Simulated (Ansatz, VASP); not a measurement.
LiF in VASP and in Ansatz

```
Li F
1.0
     3.03009    0.00000    0.00000
    -1.51505    2.62414    0.00000
     0.00000    0.00000    4.65902
Li F
2 2
Direct
  0.33333 0.66667 0.41205
  0.66667 0.33333 0.91205
  0.33333 0.66667 0.99102
  0.66667 0.33333 0.49102
```

Alike in both runs: task single point; functional LDA; k mesh 9 × 9 × 6; occupations gaussian, width 0.05 eV; no spin polarisation.

|  | VASP | Ansatz |
| --- | --- | --- |
| version | VASP 6.6.1 | Ansatz 0.2.0 |
| potentials or method | VASP PAW LDA potentials, release 64 (Li_sv, F), cutoff 520 eV | scalar-relativistic, plane waves, PAW |
| valence electrons in the cell | 20 | 20 |

|  | VASP | Ansatz | Ansatz less VASP |
| --- | --- | --- | --- |
| gap on the k mesh at the Fermi level (eV) | 7.68 | 7.70 | +0.016 |
| least direct gap on the mesh (eV) | 7.68 | 7.70 | +0.016 |
| rms of the force components (eV/Å) | 0.160 | 0.160 | -0.0002 |

LDA's correlation is that of Perdew and Zunger in VASP and of Perdew and Wang (1992) in Ansatz. Atom by atom the forces differ by 0.000 eV/Å (rms over components).

Noted on VASP's run: the cutoff is short for stress, so the pressure is rough.
